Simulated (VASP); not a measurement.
# TiN (l.f) (Fm-3m) in VASP: a series of runs

TiN (l.f) is run at these levels: LDA; tasks: single point.

All numbers are computed with VASP 6.6.1; they aren't measurements. Logs are shortened: lines on timing, memory, paths and dates and some standing lists are left out, and cuts for length are marked.

### 1 The cell of the first run

It takes space group Fm-3m (No. 225, cubic). The conventional cell has a = 4.173 Å, b = 4.173 Å, c = 4.173 Å, α = 90.00°, β = 90.00°, γ = 90.00°. Within 2.8 Å of Ti (site symmetry m-3m) lie 6 N at 2.09 Å. Within 2.8 Å of N (site symmetry m-3m) lie 6 Ti at 2.09 Å.

### 2 Single point, LDA

INCAR

```
SYSTEM = TiN
PREC     = Accurate       ! precision mode
ENCUT    = 600            ! plane-wave cutoff, eV
EDIFF    = 1E-6           ! SCF threshold, eV
ISMEAR   = 0              ! smearing method
SIGMA    = 0.1            ! smearing width, eV
LREAL    = .FALSE.        ! projectors in reciprocal space
LASPH    = .TRUE.         ! aspherical terms in the spheres
NELM     = 120            ! most SCF steps
ALGO     = Normal         ! electronic algorithm
ISIF     = 2              ! what is computed and relaxed
LWAVE    = .FALSE.        ! write WAVECAR
LCHARG   = .TRUE.         ! write CHGCAR
GGA      = CA             ! functional
LELF     = .TRUE.         ! ELF
LVHAR    = .TRUE.       
NBANDS   = 16             ! bands
GGA_COMPAT= .FALSE.
```

KPOINTS

```
regular mesh
0
G
  8 8 8
  0 0 0
```

POSCAR

```
TiN
1.0
    0.0000000000      2.0864398362      2.0864398362
    2.0864398362      0.0000000000      2.0864398362
    2.0864398362      2.0864398362      0.0000000000
Ti N
1 1
Direct
    0.0000000000      0.0000000000      0.0000000000
    0.5000000000      0.5000000000      0.5000000000
```

Potentials or basis: VASP PAW LDA potentials, release 64 (Ti_sv, N).

On the command line:

```sh
> cat potpaw_LDA.64/Ti_sv/POTCAR potpaw_LDA.64/N/POTCAR > POTCAR
> mpirun -np 1 vasp_std > vasp.out
```

OUTCAR:

```text
SYSTEM = TiN
   PREC = Accurate
   ENCUT = 600
   EDIFF = 1E-6
   ISMEAR = 0
   LREAL = .FALSE.
   LASPH = .TRUE.
   NELM = 120
   ISIF = 2
   GGA = CA

 ion  position               nearest neighbor table
   1  0.000  0.000  0.000-   2 2.09   2 2.09   2 2.09   2 2.09   2 2.09   2 2.09
   2  0.500  0.500  0.500-   1 2.09   1 2.09   1 2.09   1 2.09   1 2.09   1 2.09

  LATTYP: Found a face centered cubic cell.
 ALAT       =     4.1728796724

  Lattice vectors:

 A1 = (   0.0000000000,   2.0864398362,   2.0864398362)
 A2 = (   2.0864398362,   0.0000000000,   2.0864398362)
 A3 = (   2.0864398362,   2.0864398362,   0.0000000000)

Analysis of symmetry for initial positions (statically):
=====================================================================
 Subroutine PRICEL returns:
 Original cell was already a primitive cell.

 Routine SETGRP: Setting up the symmetry group for a
 face centered cubic supercell.

 Subroutine GETGRP returns: Found 48 space group operations
 (whereof 48 operations were pure point group operations)
 out of a pool of 48 trial point group operations.

The static configuration has the point symmetry O_h .

Analysis of symmetry for dynamics (positions and initial velocities):
=====================================================================
 Subroutine PRICEL returns:
 Original cell was already a primitive cell.

 Routine SETGRP: Setting up the symmetry group for a
 face centered cubic supercell.

 Subroutine GETGRP returns: Found 48 space group operations
 (whereof 48 operations were pure point group operations)
 out of a pool of 48 trial point group operations.

The dynamic configuration has the point symmetry O_h .

 Subroutine INISYM returns: Found 48 space group operations
 (whereof 48 operations are pure point group operations),
 and found     1 'primitive' translations

----------------------------------------------------------------------------------------

                                     Primitive cell

  volume of cell :      18.1655

  direct lattice vectors                    reciprocal lattice vectors
     0.000000000  2.086439836  2.086439836    -0.239642664  0.239642664  0.239642664
     2.086439836  0.000000000  2.086439836     0.239642664 -0.239642664  0.239642664
     2.086439836  2.086439836  0.000000000     0.239642664  0.239642664 -0.239642664

  length of vectors
     2.950671513  2.950671513  2.950671513     0.415073269  0.415073269  0.415073269

  position of ions in fractional coordinates (direct lattice)
     0.000000000  0.000000000  0.000000000
     0.500000000  0.500000000  0.500000000

  ion indices of the primitive-cell ions
   primitive index   ion index
                 1           1
                 2           2

----------------------------------------------------------------------------------------

 KPOINTS: regular mesh

Automatic generation of k-mesh.
 Grid dimensions read from file:
 generate k-points for:    8    8    8

 Generating k-lattice:

  Cartesian coordinates                     Fractional coordinates (reciprocal lattice)
    -0.029955333  0.029955333  0.029955333     0.125000000  0.000000000  0.000000000
     0.029955333 -0.029955333  0.029955333     0.000000000  0.125000000  0.000000000
     0.029955333  0.029955333 -0.029955333     0.000000000  0.000000000  0.125000000

  Length of vectors
     0.051884159  0.051884159  0.051884159

  Shift w.r.t. Gamma in fractional coordinates (k-lattice)
     0.000000000  0.000000000  0.000000000

 Subroutine IBZKPT returns following result:
 ===========================================

 Found     29 irreducible k-points:

 Following reciprocal coordinates:
            Coordinates               Weight
  0.000000  0.000000  0.000000      1.000000
  0.125000  0.000000  0.000000      8.000000
  0.250000  0.000000  0.000000      8.000000
  0.375000  0.000000  0.000000      8.000000
  0.500000  0.000000  0.000000      4.000000
  0.125000  0.125000  0.000000      6.000000
[... 16 lines left out ...]
  0.500000  0.250000  0.125000     48.000000
 -0.375000  0.250000  0.125000     24.000000
 [... further k-points ...]
   k-points           NKPTS =     29   k-points in BZ     NKDIM =     29   number of bands    NBANDS=     16
   number of dos      NEDOS =    301   number of ions     NIONS =      2
   total plane-waves  NPLWV =  13824
   dimension x,y,z NGX =    24 NGY =   24 NGZ =   24
   dimension x,y,z NGXF=    48 NGYF=   48 NGZF=   48
   ions per type =               1   1
   NGX,Y,Z   is equivalent  to a cutoff of  13.52, 13.52, 13.52 a.u.
   NGXF,Y,Z  is equivalent  to a cutoff of  27.04, 27.04, 27.04 a.u.
 SYSTEM =  TiN
   PREC   = accura    normal or accurate (medium, high low for compatibility)
   ISTART =      0    job   : 0-new  1-cont  2-samecut
   ICHARG =      2    charge: 1-file 2-atom 10-const
   ISPIN  =      1    spin polarized calculation?
   LNONCOLLINEAR =      F non collinear calculations
   LSORBIT =      F    spin-orbit coupling
   LASPH  =      T    aspherical Exc in radial PAW
   ENCUT  =  600.0 eV  44.10 Ry    6.64 a.u.   5.89  5.89  5.89*2*pi/ulx,y,z
   NELM   =    120;   NELMIN=  2; NELMDL= -5     # of ELM steps
   EDIFF  = 0.1E-05   stopping-criterion for ELM
   LREAL  =      F    real-space projection
   EDIFFG = 0.1E-04   stopping-criterion for IOM
   NSW    =      0    number of steps for IOM
   IBRION =     -1    ionic relax: 0-MD 1-quasi-New 2-CG
   NFREE  =      0    steps in history (QN), initial steepest desc. (CG)
   ISIF   =      2    stress and relaxation
   ISYM   =      2    0-nonsym 1-usesym 2-fastsym
   POTIM  = 0.5000    time-step for ionic-motion
   TEBEG  =    0.0;   TEEND  =   0.0 temperature during run
   PSTRESS=    0.0 pullay stress
   NELECT =      17.0000    total number of electrons
   NUPDOWN=      -1.0000    fix difference up-down
   EMIN   =  10.00;   EMAX   =-10.00  energy-range for DOS
   EFERMI =   0.00;   METHOD = LEGACY
   ISMEAR =     0;   SIGMA  =   0.10  broadening in eV -4-tet -1-fermi 0-gaus
   EFERMI_NEDOS =   21; number of points for ismear=-14 and -15
   IALGO  =     38    algorithm
   IMIX   =      4    mixing-type and parameters
     AMIX     =   0.40;   BMIX     =  1.00
     AMIX_MAG =   1.60;   BMIX_MAG =  1.00
  volume/ion in A,a.u.               =       9.08        61.29
  Fermi-wavevector in a.u.,A,eV,Ry     =   1.601309  3.026036 34.887951  2.564192
  Thomas-Fermi vector in A             =   2.698308
   LORBIT       =      0    0 simple, 1 ext, 2 COOP (PROOUT), +10 PAW based schemes
   GGA     = CA    functional components
   LHFCALC =     F    Hartree Fock is set to
   AEXX    =    0.0000 exact exchange contribution
   IVDW    =     0    specifies the selected vdW correction
   LEPSILON=     F    determine dielectric tensor
   LRPA    =     F    only Hartree local field effects (RPA)
 non-spin polarized calculation
 Gauss-broadening in eV      SIGMA  =   0.10
  energy-cutoff  :      600.00
  volume of cell :       18.17
 maximum number of plane-waves:       620
   NGX = 11   NGY = 11   NGZ = 11

 number of electron      16.9999996 magnetization

 Free energy of the ion-electron system (eV)
  ---------------------------------------------------
  ext. energy  EPLUGINS =         0.00000000
  ---------------------------------------------------
  free energy    TOTEN  =       -21.66201058 eV

  energy without entropy =      -21.65358593  energy(sigma->0) =      -21.65779826

 E-fermi :  11.8721     XC(G=0): -13.6422

 val. band max:       11.8651116761   @ k =   0.3750   0.1250   0.0000
 cond. band min:      11.8968022279   @ k =  -0.3750   0.3750   0.1250
 fundamental gap:      0.0316905517
 Fermi energy:        11.8720801815

 k-point     1 :       0.0000    0.0000    0.0000
  band No.  band energies     occupation
      1     -45.2090      2.00000
      2     -21.5258      2.00000
      3     -21.5258      2.00000
      4     -21.5258      2.00000
      5      -5.2773      2.00000
      6       9.7892      2.00000
[... 8 lines left out ...]
     15      25.1836      0.00000
     16      32.3269      0.00000

 k-point     2 :       0.1250    0.0000    0.0000
  band No.  band energies     occupation
      1     -45.1904      2.00000
      2     -21.6494      2.00000
      3     -21.5356      2.00000
      4     -21.5356      2.00000
      5      -4.9471      2.00000
      6       8.3592      2.00000
[... 8 lines left out ...]
     15      25.4156      0.00000
     16      31.8166      0.00000

 k-point     3 :       0.2500    0.0000    0.0000
  band No.  band energies     occupation
      1     -45.1452      2.00000
      2     -21.9382      2.00000
      3     -21.5593      2.00000
      4     -21.5593      2.00000
      5      -4.0843      2.00000
      6       6.1620      2.00000
[... 8 lines left out ...]
     15      25.2098      0.00000
     16      29.9674      0.00000

 k-point     4 :       0.3750    0.0000    0.0000
  band No.  band energies     occupation
      1     -45.0996      2.00000
      2     -22.2149      2.00000
      3     -21.5829      2.00000
      4     -21.5829      2.00000
      5      -3.0545      2.00000
      6       4.2917      2.00000
[... 8 lines left out ...]
     15      25.6226      0.00000
     16      27.7686      0.00000
[... 324 lines left out ...]
 k-point    22 :       0.3750    0.2500    0.1250
  band No.  band energies     occupation
      1     -45.1116      2.00000
      2     -21.9895      2.00000
      3     -21.7017      2.00000
      4     -21.5996      2.00000
      5      -3.7231      2.00000
      6       5.3134      2.00000
[... 8 lines left out ...]
     15      25.2911      0.00000
     16      27.5757      0.00000

 k-point    23 :       0.5000    0.2500    0.1250
  band No.  band energies     occupation
      1     -45.0750      2.00000
      2     -22.1334      2.00000
      3     -21.7733      2.00000
      4     -21.6368      2.00000
      5      -3.1655      2.00000
      6       4.7397      2.00000
[... 8 lines left out ...]
     15      24.9370      0.00000
     16      26.4473      0.00000

 k-point    24 :      -0.3750    0.2500    0.1250
  band No.  band energies     occupation
      1     -45.0598      2.00000
      2     -22.1956      2.00000
      3     -21.7916      2.00000
      4     -21.6599      2.00000
      5      -2.9230      2.00000
      6       4.5034      2.00000
[... 8 lines left out ...]
     15      25.1636      0.00000
     16      26.1847      0.00000

 [... further k-points ...]

------------------------ aborting loop because EDIFF is reached ----------------------------------------

  FORCE on cell =-STRESS in cart. coord.  units (eV):
  Direction    XX          YY          ZZ          XY          YZ          ZX
  --------------------------------------------------------------------------------------
  -------------------------------------------------------------------------------------
  Total        0.1043148      0.1043148      0.1043148      0.0000000      0.0000000      0.0000000
  in kB        9.2004500      9.2004500      9.2004500      0.0000000      0.0000000      0.0000000
  external PRESSURE =       9.2004500 kB  Pullay stress =       0.0000000 kB

 VOLUME and BASIS-vectors are now :
 -----------------------------------------------------------------------------
  energy-cutoff  :      600.00
  volume of cell :       18.17
      direct lattice vectors                 reciprocal lattice vectors
     0.000000000  2.086439836  2.086439836    -0.239642664  0.239642664  0.239642664
     2.086439836  0.000000000  2.086439836     0.239642664 -0.239642664  0.239642664
     2.086439836  2.086439836  0.000000000     0.239642664  0.239642664 -0.239642664

 POSITION                                       TOTAL-FORCE (eV/Angst)
 -----------------------------------------------------------------------------------
      0.00000      0.00000      0.00000        -0.000000      0.000000      0.000000
      2.08644      2.08644      2.08644         0.000000     -0.000000     -0.000000
 -----------------------------------------------------------------------------------
    total drift:                                0.000000     -0.000000     -0.000000

  FREE ENERGIE OF THE ION-ELECTRON SYSTEM (eV)
  ---------------------------------------------------
  free  energy   TOTEN  =       -21.6620105813 eV

  energy  without entropy=      -21.6535859315  energy(sigma->0) =      -21.65779826
```

Wall time 6.9 s (1 thread of Intel Xeon Platinum 8559C (Emerald Rapids), shared host); peak memory 0.13 GiB.

Results:

```
Free energy : -21.6620 eV
Pressure    : 0.9 GPa
```

### 3 Single point, LDA

INCAR

```
PREC = Accurate
ENCUT = 600
EDIFF = 1E-6
ISMEAR = 0
SIGMA = 0.1
LREAL = F
LASPH = T
NELM = 120
ALGO = Normal
ISIF = 2
LWAVE = F
LCHARG = F
NBANDS = 16
GGA_COMPAT = F
```

KPOINTS

```
Automatic mesh
0
Gamma
  18 18 18
```

POSCAR

```
TiN
1.0
    0.0000000000      2.0858878492      2.0858878492
    2.0858878492      0.0000000000      2.0858878492
    2.0858878492      2.0858878492      0.0000000000
Ti N
1 1
Direct
    0.0000000000      0.0000000000      0.0000000000
    0.5000000000      0.5000000000      0.5000000000
```

Potentials or basis: VASP PAW LDA potentials, release 64 (Ti_sv, N).

On the command line:

```sh
> cat potpaw_LDA.64/Ti_sv/POTCAR potpaw_LDA.64/N/POTCAR > POTCAR
> mpirun -np 1 vasp_std > vasp.out
```

OUTCAR:

```text
PREC = Accurate
   ENCUT = 600
   EDIFF = 1E-6
   ISMEAR = 0
   LREAL = F
   LASPH = T
   NELM = 120
   ISIF = 2

 ion  position               nearest neighbor table
   1  0.000  0.000  0.000-   2 2.09   2 2.09   2 2.09   2 2.09   2 2.09   2 2.09
   2  0.500  0.500  0.500-   1 2.09   1 2.09   1 2.09   1 2.09   1 2.09   1 2.09

  LATTYP: Found a face centered cubic cell.
 ALAT       =     4.1717756984

  Lattice vectors:

 A1 = (   0.0000000000,   2.0858878492,   2.0858878492)
 A2 = (   2.0858878492,   0.0000000000,   2.0858878492)
 A3 = (   2.0858878492,   2.0858878492,   0.0000000000)

Analysis of symmetry for initial positions (statically):
=====================================================================
 Subroutine PRICEL returns:
 Original cell was already a primitive cell.

 Routine SETGRP: Setting up the symmetry group for a
 face centered cubic supercell.

 Subroutine GETGRP returns: Found 48 space group operations
 (whereof 48 operations were pure point group operations)
 out of a pool of 48 trial point group operations.

The static configuration has the point symmetry O_h .
[... 155 lines left out ...]
  ext. energy  EPLUGINS =         0.00000000
  ---------------------------------------------------
  free energy    TOTEN  =       -21.67364307 eV

  energy without entropy =      -21.66979330  energy(sigma->0) =      -21.67171819

 E-fermi :  11.8595     XC(G=0): -13.6469

 val. band max:       11.8242337686   @ k =   0.5000   0.2222   0.0000
 cond. band min:      11.8667002078   @ k =   0.1111   0.0556   0.0000
 fundamental gap:      0.0424664393
 Fermi energy:        11.8594970873

 k-point     1 :       0.0000    0.0000    0.0000
  band No.  band energies     occupation
      1     -45.2075      2.00000
      2     -21.5230      2.00000
      3     -21.5230      2.00000
      4     -21.5230      2.00000
      5      -5.2663      2.00000
      6       9.8057      2.00000
[... 433 lines left out ...]
      3     -21.5819      2.00000
      4     -21.5444      2.00000
      5      -4.1142      2.00000
      6       6.2449      2.00000
[... 8 lines left out ...]
     15      25.2545      0.00000
     16      29.5013      0.00000

 [... further k-points ...]
[... 5 lines left out ...]
  --------------------------------------------------------------------------------------
  -------------------------------------------------------------------------------------
  Total        0.1087582      0.1087582      0.1087582      0.0000000      0.0000000     -0.0000000
  in kB        9.5999712      9.5999712      9.5999712      0.0000000      0.0000000     -0.0000000
  external PRESSURE =       9.5999712 kB  Pullay stress =       0.0000000 kB

 VOLUME and BASIS-vectors are now :
 -----------------------------------------------------------------------------
  energy-cutoff  :      600.00
  volume of cell :       18.15
      direct lattice vectors                 reciprocal lattice vectors
     0.000000000  2.085887849  2.085887849    -0.239706080  0.239706080  0.239706080
     2.085887849  0.000000000  2.085887849     0.239706080 -0.239706080  0.239706080
     2.085887849  2.085887849  0.000000000     0.239706080  0.239706080 -0.239706080

 POSITION                                       TOTAL-FORCE (eV/Angst)
 -----------------------------------------------------------------------------------
      0.00000      0.00000      0.00000         0.000000      0.000000      0.000000
      2.08589      2.08589      2.08589         0.000000      0.000000      0.000000
 -----------------------------------------------------------------------------------
    total drift:                                0.000000     -0.000000     -0.000000

  FREE ENERGIE OF THE ION-ELECTRON SYSTEM (eV)
  ---------------------------------------------------
  free  energy   TOTEN  =       -21.6736430743 eV

  energy  without entropy=      -21.6697932999  energy(sigma->0) =      -21.67171819
```

OSZICAR:

```text
N       E                     dE             d eps       ncg     rms          rms(c)
DAV:   1     0.137296123774E+03    0.13730E+03   -0.90771E+03  6264   0.139E+03
DAV:   2    -0.186936759404E+02   -0.15599E+03   -0.14661E+03  6928   0.362E+02
DAV:   3    -0.265414659307E+02   -0.78478E+01   -0.77772E+01  7976   0.820E+01
DAV:   4    -0.267218295322E+02   -0.18036E+00   -0.18016E+00  7672   0.116E+01
DAV:   5    -0.267258210339E+02   -0.39915E-02   -0.39914E-02  7368   0.152E+00    0.190E+01
DAV:   6    -0.220949959185E+02    0.46308E+01   -0.12710E+01  8200   0.543E+01    0.711E+00
DAV:   7    -0.217217817190E+02    0.37321E+00   -0.15591E+00  7568   0.160E+01    0.528E+00
DAV:   8    -0.218710647624E+02   -0.14928E+00   -0.87444E-01  8960   0.135E+01    0.567E+00
DAV:   9    -0.216827412158E+02    0.18832E+00   -0.24617E-01  7448   0.784E+00    0.144E+00
DAV:  10    -0.216762033449E+02    0.65379E-02   -0.32996E-02  7576   0.210E+00    0.343E-01
DAV:  11    -0.216737137161E+02    0.24896E-02   -0.49054E-03  7320   0.676E-01    0.161E-01
DAV:  12    -0.216737193759E+02   -0.56598E-05   -0.42738E-04  6824   0.211E-01    0.101E-01
DAV:  13    -0.216736506724E+02    0.68703E-04   -0.26320E-04  7152   0.264E-01    0.182E-02
DAV:  14    -0.216736445072E+02    0.61652E-05   -0.13098E-05  6952   0.423E-02    0.118E-02
DAV:  15    -0.216736432065E+02    0.13008E-05   -0.32829E-06  8112   0.222E-02    0.964E-03
DAV:  16    -0.216736430743E+02    0.13212E-06   -0.50629E-07  4208   0.743E-03
   1 F= -.21673643E+02 E0= -.21671718E+02  d E =-.384977E-02
```

stdout:

```text
POSCAR found type information on POSCAR TiN
 POSCAR found :  2 types and       2 ions
 scaLAPACK will be used
 LDA part: xc-table for (Slater(with rela. corr.)+CA(PZ))
 , standard interpolation
 POSCAR, INCAR and KPOINTS ok, starting setup
 FFT: planning ... GRIDC
 FFT: planning ... GRID_SOFT
 FFT: planning ... GRID
 WAVECAR not read
 entering main loop
```

Run time: 26 s. Hardware: 1 thread of Intel Xeon Platinum 8559C (Emerald Rapids), shared host; peak memory 0.18 GiB.

What came out:

| Item | Value |
| --- | --- |
| Free energy | -21.6736 eV |
| Pressure | 1.0 GPa |

Levels at points of the mesh, in eV from the Fermi level:
```csv
k point,band 7,band 8,band 9,band 10,band 11,band 12
"(0.00, 0.00, 0.00)",-2.05,-2.05,-0.68,-0.68,-0.68,0.61
"(0.50, 0.00, 0.00)",-5.73,-5.73,1.83,1.83,2.57,6.16
"(0.50, 0.50, 0.00)",-3.32,-3.24,-3.24,1.77,2.60,2.60
```
